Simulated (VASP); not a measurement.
# Li2O (Fm-3m) in VASP: further runs, part 2 of 2

VASP 6.6.1. Earlier steps stand in the parts before.

## 4. Single point, PBE

This run uses another cell than the first one, of 8.33 Å³/atom, 1.020 times its volume.

INCAR

```
SYSTEM = Li2O
PREC = Accurate
ENCUT = 750
EDIFF = 1E-6
ISMEAR = 0
SIGMA = 0.02
LREAL = .False.
LASPH = .True.
NELM = 120
ALGO = Normal
ISIF = 2
LWAVE = .False.
LCHARG = .True.
GGA = PE
LELF = .True.
LVHAR = .True.
NBANDS = 13
GGA_COMPAT = .False.
```

KPOINTS

```
regular mesh
0
Gamma
  7 7 7
  0 0 0
```

POSCAR

```
Li2O
1.0
    0.0000000000      2.3206642745      2.3206642745
    2.3206642745      0.0000000000      2.3206642745
    2.3206642745      2.3206642745      0.0000000000
O Li
1 2
Direct
    0.0000000000      0.0000000000      0.0000000000
    0.2500000000      0.2500000000      0.2500000000
    0.7500000000      0.7500000000      0.7500000000
```

Potentials or basis: VASP PAW PBE potentials, release 64 (O, Li_sv).

Launch:

```
> cat potpaw_PBE.64/O/POTCAR potpaw_PBE.64/Li_sv/POTCAR > POTCAR
> mpirun -np 1 vasp_std > vasp.out
```

OUTCAR:

```text
SYSTEM = Li2O
   PREC = Accurate
   ENCUT = 750
   EDIFF = 1E-6
   ISMEAR = 0
   LREAL = .False.
   LASPH = .True.
   NELM = 120
   ISIF = 2
   GGA = PE

 ion  position               nearest neighbor table
   1  0.000  0.000  0.000-   3 2.01   3 2.01   3 2.01   2 2.01   2 2.01   2 2.01   3 2.01   2 2.01

   2  0.250  0.250  0.250-   1 2.01   1 2.01   1 2.01   1 2.01   3 2.32   3 2.32   3 2.32   3 2.32
                             3 2.32   3 2.32
   3  0.750  0.750  0.750-   1 2.01   1 2.01   1 2.01   1 2.01   2 2.32   2 2.32   2 2.32   2 2.32
                             2 2.32   2 2.32

  LATTYP: Found a face centered cubic cell.
 ALAT       =     4.6413285490

  Lattice vectors:

 A1 = (   0.0000000000,   2.3206642745,   2.3206642745)
 A2 = (   2.3206642745,   0.0000000000,   2.3206642745)
 A3 = (   2.3206642745,   2.3206642745,   0.0000000000)

Analysis of symmetry for initial positions (statically):
=====================================================================
 Subroutine PRICEL returns:
 Original cell was already a primitive cell.

 Routine SETGRP: Setting up the symmetry group for a
 face centered cubic supercell.

 Subroutine GETGRP returns: Found 48 space group operations
 (whereof 48 operations were pure point group operations)
 out of a pool of 48 trial point group operations.

The static configuration has the point symmetry O_h .

Analysis of symmetry for dynamics (positions and initial velocities):
=====================================================================
 Subroutine PRICEL returns:
 Original cell was already a primitive cell.

 Routine SETGRP: Setting up the symmetry group for a
 face centered cubic supercell.

 Subroutine GETGRP returns: Found 48 space group operations
 (whereof 48 operations were pure point group operations)
 out of a pool of 48 trial point group operations.

The dynamic configuration has the point symmetry O_h .

 Subroutine INISYM returns: Found 48 space group operations
 (whereof 48 operations are pure point group operations),
 and found     1 'primitive' translations
[... 122 lines left out ...]
   LRPA    =     F    only Hartree local field effects (RPA)
 non-spin polarized calculation
 Gauss-broadening in eV      SIGMA  =   0.02
  energy-cutoff  :      750.00
  volume of cell :       25.00
 maximum number of plane-waves:      1211
 NGX is ok and might be reduce to    30
   NGX = 15   NGY = 15   NGZ = 15

 number of electron      11.9999998 magnetization

 Free energy of the ion-electron system (eV)
  ---------------------------------------------------
  ext. energy  EPLUGINS =         0.00000000
  ---------------------------------------------------
  free energy    TOTEN  =       -14.35571927 eV

  energy without entropy =      -14.35571927  energy(sigma->0) =      -14.35571927

 E-fermi :   1.4674     XC(G=0):  -9.6932

 val. band max:        1.2595930477   @ k =   0.0000   0.0000   0.0000
 cond. band min:       6.3711523312   @ k =   0.4286   0.4286   0.0000
 fundamental gap:      5.1115592835
 Fermi energy:         1.4673865439

 k-point     1 :       0.0000    0.0000    0.0000
  band No.  band energies     occupation
      1     -41.7509      2.00000
      2     -41.4360      2.00000
      3     -14.1656      2.00000
      4       1.2596      2.00000
      5       1.2596      2.00000
      6       1.2596      2.00000
      7       6.4237      0.00000
      8      13.1158      0.00000
      9      13.1158      0.00000
     10      13.1158      0.00000
     11      20.1121      0.00000
     12      20.1121      0.00000
     13      20.1121      0.00000
[... 290 lines left out ...]
  band No.  band energies     occupation
      1     -41.5832      2.00000
      2     -41.5707      2.00000
      3     -13.8864      2.00000
      4      -0.7170      2.00000
      5      -0.2079      2.00000
      6       0.0641      2.00000
      7       8.3575      0.00000
      8      11.7536      0.00000
      9      14.8948      0.00000
     10      15.2420      0.00000
     11      18.6738      0.00000
     12      19.5756      0.00000
     13      23.9358      0.00000

------------------------ aborting loop because EDIFF is reached ----------------------------------------

  FORCE on cell =-STRESS in cart. coord.  units (eV):
  Direction    XX          YY          ZZ          XY          YZ          ZX
  --------------------------------------------------------------------------------------
  -------------------------------------------------------------------------------------
  Total       -0.1736285     -0.1736285     -0.1736285      0.0000000      0.0000000     -0.0000000
  in kB      -11.1292207    -11.1292207    -11.1292207      0.0000000      0.0000000     -0.0000000
  external PRESSURE =     -11.1292207 kB  Pullay stress =       0.0000000 kB

 VOLUME and BASIS-vectors are now :
 -----------------------------------------------------------------------------
  energy-cutoff  :      750.00
  volume of cell :       25.00
      direct lattice vectors                 reciprocal lattice vectors
     0.000000000  2.320664274  2.320664274    -0.215455551  0.215455551  0.215455551
     2.320664274  0.000000000  2.320664274     0.215455551 -0.215455551  0.215455551
     2.320664274  2.320664274  0.000000000     0.215455551  0.215455551 -0.215455551

 POSITION                                       TOTAL-FORCE (eV/Angst)
 -----------------------------------------------------------------------------------
      0.00000      0.00000      0.00000         0.000000      0.000000      0.000000
      1.16033      1.16033      1.16033        -0.000000     -0.000000     -0.000000
      3.48100      3.48100      3.48100         0.000000      0.000000      0.000000
 -----------------------------------------------------------------------------------
    total drift:                                0.000000     -0.000000      0.000000

  FREE ENERGIE OF THE ION-ELECTRON SYSTEM (eV)
  ---------------------------------------------------
  free  energy   TOTEN  =       -14.3557192684 eV

  energy  without entropy=      -14.3557192684  energy(sigma->0) =      -14.35571927
```

stdout:

```text
POSCAR found type information on POSCAR O Li
 POSCAR found :  2 types and       3 ions
 scaLAPACK will be used
 LDA part: xc-table for (Slater+PW92), standard interpolation
 POSCAR, INCAR and KPOINTS ok, starting setup
 FFT: planning ... GRIDC
 FFT: planning ... GRID_SOFT
 FFT: planning ... GRID
 WAVECAR not read
 entering main loop
```

Wall time 9.2 s (1 thread of Intel Xeon 6975P-C, shared host); peak memory 0.16 GiB.

What came out:

```yaml
Free_energy: -14.3557 eV
Pressure: -1.1 GPa
Band_gap_on_the_k_mesh: 5.11 eV, indirect (least direct gap 5.16 eV)
```

A k mesh can miss the band edges.

## 5. Summary

| cell | gap on the mesh (eV) | pressure (GPa) |
| --- | --- | --- |
| a = 3.260 Å, angles 60.0°, 3 atoms | 5.16 | 0.5 |
| a = 3.271 Å, angles 60.0°, 3 atoms | 5.13 | -0.3 |
| a = 3.282 Å, angles 60.0°, 3 atoms | 5.11 | -1.1 |

Alike in all rows: task single point; level PBE; potentials or basis VASP PAW PBE potentials, release 64 (O, Li_sv); no spin polarisation; k mesh 7 × 7 × 7; cutoff (eV) 750; smearing gaussian 0.02 eV.

Total energies depend on the potentials used, so only differences within one code and one set of settings carry meaning.
